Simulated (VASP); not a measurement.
A run of VASP 6.6.1 is set up as follows.

File INCAR:

```
PREC = Accurate ; ENCUT = 750
EDIFF = 1E-6 ; ISMEAR = -1
SIGMA = 0.03 ; LREAL = False
LASPH = True ; NELM = 120
ALGO = Normal ; ISIF = 2
LWAVE = False ; LCHARG = False
GGA = PS ; NBANDS = 44
GGA_COMPAT = False
```

The input KPOINTS:

```
Automatic mesh
0
Gamma
  6 6 6
```

POSCAR

```
Li3CuS2
1.0
   -2.8221640668      5.5595994289      2.9880053621
    2.8221640668     -5.5595994289      2.9880053621
    2.8221640668      5.5595994289     -2.9880053621
Li Cu S
6 2 4
Direct
    0.0158764149      0.2500000000      0.7658764149
    0.5158764149      0.7500000000      0.7658764149
    0.2500000000      0.7500000000      0.5000000000
    0.7500000000      0.2500000000      0.5000000000
    0.4841235851      0.2500000000      0.2341235851
    0.9841235851      0.7500000000      0.2341235851
    0.5000000000      0.5000000000      0.0000000000
    0.0000000000      0.0000000000      0.0000000000
    0.1334198603      0.7266575987      0.8600774590
    0.6334198603      0.7733424013      0.4067622616
    0.3665801397      0.2266575987      0.5932377384
    0.8665801397      0.2733424013      0.1399225410
```

Potentials or basis: VASP PAW PBE potentials, release 64 (Li_sv, Cu, S).

Run with:

```sh
$ cat potpaw_PBE.64/Li_sv/POTCAR potpaw_PBE.64/Cu/POTCAR potpaw_PBE.64/S/POTCAR > POTCAR
$ mpirun -np 1 vasp_std > vasp.out
```

Question: Predict the largest force.

Answer: 0.018 eV/Å.

Question: What does it give for the pressure?

Answer: 0.0 GPa.

Forces on the atoms (eV/Å):
```
Li   0.000  0.000  0.000
Li   0.000  0.000  0.000
Li   0.000  0.000  0.000
Li   0.000  0.000  0.000
Li   0.000  0.000  0.000
Li   0.000  0.000  0.000
Cu   0.000  0.000  0.000
Cu   0.000  0.000  0.000
S   -0.015  0.010  0.000
S    0.015  0.010  0.000
S   -0.015 -0.010  0.000
S    0.015 -0.010  0.000
```

Caveat: the PAW data sets were made with another functional, which shifts forces and pressure a little.
